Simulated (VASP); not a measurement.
# WC (Cm) in VASP: single point with PBEsol

Aim: the single point of WC with PBEsol.

All numbers are computed with VASP 6.6.1; they aren't measurements. Logs are shortened: lines on timing, memory, paths and dates and some standing lists are left out, and cuts for length are marked.

### 1 The cell of the first run

Symmetry: Cm, No. 8, monoclinic system. Conventional cell: a = 5.024 Å, b = 2.901 Å, c = 2.829 Å, α = 90.00°, β = 90.00°, γ = 90.00°. W (site symmetry m) has 6 C at 2.02 to 2.32 Å within 2.7 Å. Within 2.7 Å of C (site symmetry m) lie 6 W at 2.02 to 2.32 Å.

### 2 Single point, PBEsol

Contents of INCAR:

```
SYSTEM = WC
  PREC = Accurate
  ENCUT = 520
  EDIFF = 1E-6
  ISMEAR = 1
  SIGMA = 0.2
  LREAL = .FALSE.
  LASPH = .TRUE.
  NELM = 100
  ALGO = Normal
  ISIF = 2
  LWAVE = .FALSE.
  LCHARG = .FALSE.
  GGA = PS
  NBANDS = 16
```

Contents of KPOINTS:

```
regular mesh
0
G
  18 18 16
  0 0 0
```

Contents of POSCAR:

```
WC
1.0
    2.9005014360      0.0000000000      0.0000000000
   -1.4502507180      2.5119079273      0.0000000000
    0.0000000000      0.0000000000      2.8290000000
W C
1 1
Direct
    0.0000000000      0.0000000000      0.0000000000
    0.6134442020      0.3067221010      0.4600831515
```

Potentials or basis: VASP PAW PBE potentials, release 64 (W_sv, C).

On the command line:

```
$ cat potpaw_PBE.64/W_sv/POTCAR potpaw_PBE.64/C/POTCAR > POTCAR
$ mpirun -np 1 vasp_std > vasp.out
```

OUTCAR:

```text
SYSTEM = WC
   PREC = Accurate
   ENCUT = 520
   EDIFF = 1E-6
   ISMEAR = 1
   LREAL = .FALSE.
   LASPH = .TRUE.
   NELM = 100
   ISIF = 2
   GGA = PS

 ion  position               nearest neighbor table
   1  0.000  0.000  0.000-   2 2.02   2 2.17   2 2.18   2 2.18   2 2.32   2 2.32
   2  0.613  0.307  0.460-   1 2.02   1 2.17   1 2.18   1 2.18   1 2.32   1 2.32

  LATTYP: Found a hexagonal cell.
 ALAT       =     2.9005014360
 C/A-ratio  =     0.9753485949

  Lattice vectors:

 A1 = (   2.9005014360,   0.0000000000,   0.0000000000)
 A2 = (  -1.4502507180,   2.5119079273,   0.0000000000)
 A3 = (   0.0000000000,   0.0000000000,   2.8290000000)

Analysis of symmetry for initial positions (statically):
=====================================================================
 Subroutine PRICEL returns:
 Original cell was already a primitive cell.

 Routine SETGRP: Setting up the symmetry group for a
 hexagonal supercell.

 Subroutine GETGRP returns: Found  2 space group operations
 (whereof  2 operations were pure point group operations)
 out of a pool of 24 trial point group operations.

The static configuration has the point symmetry C_1h.

Analysis of symmetry for dynamics (positions and initial velocities):
=====================================================================
 Subroutine PRICEL returns:
 Original cell was already a primitive cell.

 Routine SETGRP: Setting up the symmetry group for a
 hexagonal supercell.

 Subroutine GETGRP returns: Found  2 space group operations
 (whereof  2 operations were pure point group operations)
 out of a pool of 24 trial point group operations.

The dynamic configuration has the point symmetry C_1h.

 Subroutine INISYM returns: Found  2 space group operations
 (whereof  2 operations are pure point group operations),
 and found     1 'primitive' translations

----------------------------------------------------------------------------------------

                                     Primitive cell

  volume of cell :      20.6115

  direct lattice vectors                    reciprocal lattice vectors
     2.900501436  0.000000000  0.000000000     0.344767973  0.199051882  0.000000000
    -1.450250718  2.511907927  0.000000000     0.000000000  0.398103764  0.000000000
     0.000000000  0.000000000  2.829000000     0.000000000  0.000000000  0.353481796

  length of vectors
     2.900501436  2.900501436  2.829000000     0.398103764  0.398103764  0.353481796

  position of ions in fractional coordinates (direct lattice)
     0.000000000  0.000000000  0.000000000
     0.613444202  0.306722101  0.460083152

  ion indices of the primitive-cell ions
   primitive index   ion index
                 1           1
                 2           2

----------------------------------------------------------------------------------------

 KPOINTS: regular mesh

Automatic generation of k-mesh.
 Grid dimensions read from file:
 generate k-points for:   18   18   16

 Generating k-lattice:

  Cartesian coordinates                     Fractional coordinates (reciprocal lattice)
     0.019153776  0.011058438  0.000000000     0.055555556  0.000000000  0.000000000
     0.000000000  0.022116876  0.000000000     0.000000000  0.055555556  0.000000000
     0.000000000  0.000000000  0.022092612     0.000000000  0.000000000  0.062500000

  Length of vectors
     0.022116876  0.022116876  0.022092612

  Shift w.r.t. Gamma in fractional coordinates (k-lattice)
     0.000000000  0.000000000  0.000000000

 Subroutine IBZKPT returns following result:
 ===========================================

 Found   1379 irreducible k-points:

 Following reciprocal coordinates:
            Coordinates               Weight
  0.000000  0.000000  0.000000      1.000000
  0.055556  0.000000  0.000000      2.000000
  0.000000  0.055556  0.000000      4.000000
  0.111111  0.000000  0.000000      2.000000
  0.000000  0.111111  0.000000      4.000000
  0.166667  0.000000  0.000000      2.000000
[... 16 lines left out ...]
 -0.055556  0.166667  0.000000      4.000000
 -0.166667  0.111111  0.000000      4.000000
 [... further k-points ...]
   k-points           NKPTS =   1379   k-points in BZ     NKDIM =   1379   number of bands    NBANDS=     16
   number of dos      NEDOS =    301   number of ions     NIONS =      2
   total plane-waves  NPLWV =  13824
   dimension x,y,z NGX =    24 NGY =   24 NGZ =   24
   dimension x,y,z NGXF=    48 NGYF=   48 NGZF=   48
   ions per type =               1   1
   NGX,Y,Z   is equivalent  to a cutoff of  13.76, 13.76, 14.10 a.u.
   NGXF,Y,Z  is equivalent  to a cutoff of  27.51, 27.51, 28.21 a.u.
 SYSTEM =  WC
   PREC   = accura    normal or accurate (medium, high low for compatibility)
   ISTART =      0    job   : 0-new  1-cont  2-samecut
   ICHARG =      2    charge: 1-file 2-atom 10-const
   ISPIN  =      1    spin polarized calculation?
   LNONCOLLINEAR =      F non collinear calculations
   LSORBIT =      F    spin-orbit coupling
   LASPH  =      T    aspherical Exc in radial PAW
   ENCUT  =  520.0 eV  38.22 Ry    6.18 a.u.   5.39  5.39  5.26*2*pi/ulx,y,z
   NELM   =    100;   NELMIN=  2; NELMDL= -5     # of ELM steps
   EDIFF  = 0.1E-05   stopping-criterion for ELM
   LREAL  =      F    real-space projection
   EDIFFG = 0.1E-04   stopping-criterion for IOM
   NSW    =      0    number of steps for IOM
   IBRION =     -1    ionic relax: 0-MD 1-quasi-New 2-CG
   NFREE  =      0    steps in history (QN), initial steepest desc. (CG)
   ISIF   =      2    stress and relaxation
   ISYM   =      2    0-nonsym 1-usesym 2-fastsym
   POTIM  = 0.5000    time-step for ionic-motion
   TEBEG  =    0.0;   TEEND  =   0.0 temperature during run
   PSTRESS=    0.0 pullay stress
   NELECT =      18.0000    total number of electrons
   NUPDOWN=      -1.0000    fix difference up-down
   EMIN   =  10.00;   EMAX   =-10.00  energy-range for DOS
   EFERMI =   0.00;   METHOD = LEGACY
   ISMEAR =     1;   SIGMA  =   0.20  broadening in eV -4-tet -1-fermi 0-gaus
   EFERMI_NEDOS =   21; number of points for ismear=-14 and -15
   IALGO  =     38    algorithm
   IMIX   =      4    mixing-type and parameters
     AMIX     =   0.40;   BMIX     =  1.00
     AMIX_MAG =   1.60;   BMIX_MAG =  1.00
  volume/ion in A,a.u.               =      10.31        69.55
  Fermi-wavevector in a.u.,A,eV,Ry     =   1.564813  2.957068 33.315762  2.448639
  Thomas-Fermi vector in A             =   2.667381
   LORBIT       =      0    0 simple, 1 ext, 2 COOP (PROOUT), +10 PAW based schemes
   GGA     = PS    functional components
   LHFCALC =     F    Hartree Fock is set to
   AEXX    =    0.0000 exact exchange contribution
   IVDW    =     0    specifies the selected vdW correction
   LEPSILON=     F    determine dielectric tensor
   LRPA    =     F    only Hartree local field effects (RPA)
 non-spin polarized calculation
 Methfessel and Paxton  Order N= 1 SIGMA  =   0.20
  energy-cutoff  :      520.00
  volume of cell :       20.61
 maximum number of plane-waves:       580
 NGX is ok and might be reduce to    24
   NGX = 11   NGY = 11   NGZ = 11

 number of electron      18.0000000 magnetization

 Free energy of the ion-electron system (eV)
  ---------------------------------------------------
  ext. energy  EPLUGINS =         0.00000000
  ---------------------------------------------------
  free energy    TOTEN  =       -23.64872128 eV

  energy without entropy =      -23.64893488  energy(sigma->0) =      -23.64879248

 E-fermi :  11.0690     XC(G=0): -13.9517

 val. band max:       11.0663964685   @ k =   0.3889   0.2222   0.0000
 cond. band min:      11.0795198949   @ k =  -0.1111  -0.4444   0.5000
 fundamental gap:      0.0131234263
 Fermi energy:        11.0690080383

 k-point     1 :       0.0000    0.0000    0.0000
  band No.  band energies     occupation
      1     -62.8512      2.00000
      2     -26.8560      2.00000
      3     -26.7515      2.00000
      4     -26.7459      2.00000
      5      -3.4462      2.00000
      6       6.3931      2.00000
[... 8 lines left out ...]
     15      25.0082      0.00000
     16      26.9799      0.00000

 k-point     2 :       0.0556    0.0000    0.0000
  band No.  band energies     occupation
      1     -62.8494      2.00000
      2     -26.8533      2.00000
      3     -26.7724      2.00000
      4     -26.7577      2.00000
      5      -3.3594      2.00000
      6       6.4050      2.00000
[... 8 lines left out ...]
     15      25.0222      0.00000
     16      27.1744      0.00000

 k-point     3 :       0.0000    0.0556    0.0000
  band No.  band energies     occupation
      1     -62.8494      2.00000
      2     -26.8530      2.00000
      3     -26.7768      2.00000
      4     -26.7530      2.00000
      5      -3.3651      2.00000
      6       6.4286      2.00000
[... 8 lines left out ...]
     15      24.7992      0.00000
     16      27.2571      0.00000

 k-point     4 :       0.1111    0.0000    0.0000
  band No.  band energies     occupation
      1     -62.8441      2.00000
      2     -26.8647      2.00000
      3     -26.8291      2.00000
      4     -26.7753      2.00000
      5      -3.1054      2.00000
      6       6.3584      2.00000
[... 8 lines left out ...]
     15      25.0760      0.00000
     16      27.7316      0.00000

 k-point     5 :       0.0000    0.1111    0.0000
  band No.  band energies     occupation
      1     -62.8441      2.00000
      2     -26.8595      2.00000
      3     -26.8377      2.00000
      4     -26.7699      2.00000
      5      -3.1285      2.00000
      6       6.4495      2.00000
[... 8 lines left out ...]
     15      24.4489      0.00000
     16      27.8228      0.00000

 k-point     6 :       0.1667    0.0000    0.0000
  band No.  band energies     occupation
      1     -62.8359      2.00000
      2     -26.9742      2.00000
      3     -26.8221      2.00000
      4     -26.8022      2.00000
      5      -2.7027      2.00000
      6       6.0636      2.00000
[... 8 lines left out ...]
     15      25.2221      0.00000
     16      28.5872      0.00000

 k-point     7 :       0.0000    0.1667    0.0000
  band No.  band energies     occupation
      1     -62.8361      2.00000
      2     -26.9705      2.00000
      3     -26.8302      2.00000
      4     -26.7934      2.00000
      5      -2.7563      2.00000
      6       6.1663      2.00000
[... 8 lines left out ...]
     15      24.2464      0.00000
     16      28.4031      0.00000

 k-point     8 :       0.2222   -0.0000    0.0000
  band No.  band energies     occupation
      1     -62.8259      2.00000
      2     -27.1156      2.00000
      3     -26.8350      2.00000
      4     -26.8036      2.00000
      5      -2.1801      2.00000
      6       5.5542      2.00000
[... 8 lines left out ...]
     15      25.5557      0.00000
     16      28.9707      0.00000

 k-point     9 :       0.0000    0.2222    0.0000
  band No.  band energies     occupation
      1     -62.8262      2.00000
      2     -27.1095      2.00000
      3     -26.8369      2.00000
      4     -26.8010      2.00000
      5      -2.2801      2.00000
      6       5.6657      2.00000
[... 8 lines left out ...]
     15      24.3514      0.00000
     16      28.7778      0.00000
[... 172 lines left out ...]
 k-point    19 :       0.0000    0.5000    0.0000
  band No.  band energies     occupation
      1     -62.7905      2.00000
      2     -27.5885      2.00000
      3     -26.9466      2.00000
      4     -26.7392      2.00000
      5      -0.2443      2.00000
      6       4.1563      2.00000
[... 8 lines left out ...]
     15      23.7167      0.00000
     16      28.0339      0.00000

 k-point    20 :       0.0556    0.0556    0.0000
  band No.  band energies     occupation
      1     -62.8458      2.00000
      2     -26.8525      2.00000
      3     -26.8201      2.00000
      4     -26.7681      2.00000
      5      -3.1950      2.00000
      6       6.4161      2.00000
[... 8 lines left out ...]
     15      24.8556      0.00000
     16      27.6259      0.00000

 k-point    21 :      -0.0556    0.1111    0.0000
  band No.  band energies     occupation
      1     -62.8459      2.00000
      2     -26.8480      2.00000
      3     -26.8272      2.00000
      4     -26.7640      2.00000
      5      -3.2114      2.00000
      6       6.4780      2.00000
[... 8 lines left out ...]
     15      24.4125      0.00000
     16      27.6283      0.00000

 k-point    22 :       0.1111    0.0556    0.0000
  band No.  band energies     occupation
      1     -62.8391      2.00000
      2     -26.9272      2.00000
      3     -26.8283      2.00000
      4     -26.7928      2.00000
      5      -2.8669      2.00000
      6       6.2315      2.00000
[... 8 lines left out ...]
     15      24.9994      0.00000
     16      28.2774      0.00000

 k-point    23 :      -0.0556    0.1667    0.0000
  band No.  band energies     occupation
      1     -62.8392      2.00000
      2     -26.9222      2.00000
      3     -26.8363      2.00000
      4     -26.7860      2.00000
      5      -2.9109      2.00000
      6       6.3086      2.00000
[... 8 lines left out ...]
     15      24.1451      0.00000
     16      28.0767      0.00000

 k-point    24 :      -0.1667    0.1111    0.0000
  band No.  band energies     occupation
      1     -62.8392      2.00000
      2     -26.9261      2.00000
      3     -26.8313      2.00000
      4     -26.7893      2.00000
      5      -2.8854      2.00000
      6       6.2901      2.00000
[... 8 lines left out ...]
     15      24.5961      0.00000
     16      28.2979      0.00000

 [... further k-points ...]

------------------------ aborting loop because EDIFF is reached ----------------------------------------

  FORCE on cell =-STRESS in cart. coord.  units (eV):
  Direction    XX          YY          ZZ          XY          YZ          ZX
  --------------------------------------------------------------------------------------
  -------------------------------------------------------------------------------------
  Total        1.0955786      0.1956063      1.2297442      0.7793989      0.4662752      0.8076123
  in kB       85.1617107     15.2049052     95.5906946     60.5843707     36.2445896     62.7774633
  external PRESSURE =      65.3191035 kB  Pullay stress =       0.0000000 kB

 VOLUME and BASIS-vectors are now :
 -----------------------------------------------------------------------------
  energy-cutoff  :      520.00
  volume of cell :       20.61
      direct lattice vectors                 reciprocal lattice vectors
     2.900501436  0.000000000  0.000000000     0.344767973  0.199051882  0.000000000
    -1.450250718  2.511907927  0.000000000     0.000000000  0.398103764  0.000000000
     0.000000000  0.000000000  2.829000000     0.000000000  0.000000000  0.353481796

 POSITION                                       TOTAL-FORCE (eV/Angst)
 -----------------------------------------------------------------------------------
      0.00000      0.00000      0.00000        -2.095428     -1.209796     -1.791747
      1.33447      0.77046      1.30158         2.095428      1.209796      1.791747
 -----------------------------------------------------------------------------------
    total drift:                                0.000045      0.000026      0.000356

  FREE ENERGIE OF THE ION-ELECTRON SYSTEM (eV)
  ---------------------------------------------------
  free  energy   TOTEN  =       -23.6487212751 eV

  energy  without entropy=      -23.6489348818  energy(sigma->0) =      -23.64879248
```

It took 6.5 min on 1 thread of Intel Xeon 8259CL, shared host; peak memory 0.53 GiB.

What came out:

```yaml
Free_energy: -23.6487 eV
Pressure: 6.5 GPa
Largest_force: 3.011 eV/Å
Band_gap_on_the_k_mesh: zero (bands 9 and 10 overlap by 0.94 eV)
```

Forces in eV/Å, atoms in the order of the input:
```
W   -2.095 -1.210 -1.792
C    2.095  1.210  1.792
```

Stress tensor (GPa, compression positive):
```
8.52 6.06 6.28
6.06 1.52 3.62
6.28 3.62 9.56
```

Levels at points of the mesh, in eV from the Fermi level:
| k point | band 5 | band 6 | band 7 | band 8 | band 9 | band 10 | band 11 | band 12 | band 13 | band 14 |
| --- | --- | --- | --- | --- | --- | --- | --- | --- | --- | --- |
| (0.00, 0.00, 0.00) | -14.52 | -4.68 | -3.63 | -3.19 | 0.20 | 3.01 | 3.32 | 4.79 | 6.47 | 6.90 |
| (0.50, 0.00, 0.00) | -10.76 | -7.55 | -4.12 | -3.59 | -0.48 | 2.58 | 4.34 | 4.73 | 7.26 | 10.38 |
| (0.00, 0.50, 0.00) | -11.31 | -6.91 | -4.06 | -3.33 | -0.42 | 2.40 | 4.59 | 5.06 | 6.22 | 10.11 |
| (0.00, 0.00, 0.50) | -10.49 | -8.68 | -2.95 | -1.54 | -0.62 | -0.44 | 3.37 | 3.84 | 5.88 | 9.93 |
| (0.50, 0.00, 0.50) | -11.68 | -6.26 | -4.13 | -3.80 | -0.15 | 4.45 | 5.36 | 6.79 | 8.70 | 10.35 |
| (0.00, 0.50, 0.50) | -11.18 | -6.75 | -4.67 | -4.20 | 0.49 | 4.39 | 5.32 | 6.20 | 9.42 | 10.04 |

Caveat: the cell differs from its parent crystal (all C atoms moved +0.175 Å, as atom 2 towards its neighbour atom 1 (W) at 2.192 Å); the stress differs along the axes, from 2 to 10 GPa; the PAW data sets were made with another functional, which shifts forces and pressure a little; spin-orbit coupling is left out, which moves the levels of the heavy elements.
